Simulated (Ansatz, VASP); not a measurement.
# One calculation of Mo, two programs

```
Mo
1.0
    -2.42183    2.42183    1.26675
     2.42183   -2.42183    1.26675
     2.42183    2.42183   -1.26675
Mo
2
Cartesian
  0.0000 -1.2109 -0.3167
  0.0000 1.2109 0.3167
```

Change from the starting cell: volume scaled by 0.88, LAPW.

Alike in both runs: task single point; functional PBE; k mesh 18 × 18 × 18; occupations fermi-dirac, width 0.05 eV; no spin polarisation.

|  | VASP | Ansatz |
| --- | --- | --- |
| version | VASP 6.6.1 | Ansatz 0.2.0 |
| potentials or method | VASP PAW PBE potentials, release 64 (Mo_sv), cutoff 520 eV | all-electron LAPW, scalar-relativistic |

VASP gave:

```
pressure (GPa) : 35.0
```

Question: What did Ansatz give for the same quantities?

Answer: Pressure (GPa): 34.1.

Both programs put the cell under a high pressure, so it lies far from rest at this level. Ansatz ran all-electron here, and VASP with PAW potentials.
